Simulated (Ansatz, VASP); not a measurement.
Two plane-wave programs on Cu3O2

```xyz
5
Lattice="-1.9724 1.9724 3.6707 1.9724 -1.9724 3.6707 1.9724 1.9724 -3.6707" Properties=species:S:1:pos:R:3 pbc="T T T"
Cu    1.9724    0.0000    1.8354
Cu    0.0000    1.9724    1.8354
Cu    0.0000    0.0000    0.0000
O     1.9724    0.0000    0.0000
O     0.0000    1.9724    0.0000
```

Alike in both runs: task single point; functional PBE; k mesh 14 × 14 × 14; occupations gaussian, width 0.15 eV; no spin polarisation.

```csv
,VASP,Ansatz
version,VASP 6.6.1,Ansatz 0.2.0
potentials or method,"VASP PAW PBE potentials, release 64 (Cu, O), cutoff 520 eV","scalar-relativistic, plane waves, PAW"
valence electrons in the cell,45,69
```

Ansatz gave:

| Property | Result |
| --- | --- |
| gap on the k mesh at the Fermi level (eV) | none |
| pressure (GPa) | 6.4 |
| traceless stress, the component that is largest in VASP (GPa) | -1.24 |

Problem. Estimate VASP's values.

Solution. gap on the k mesh at the Fermi level (eV): none; pressure (GPa): 7.2; traceless stress, the component that is largest in VASP (GPa): -0.51.

A gap of «none» marks a metal or a gap that the smearing closes. VASP's potentials hold 45 valence electrons a cell and Ansatz's 69, so a difference there can come from the potentials and not from the codes.
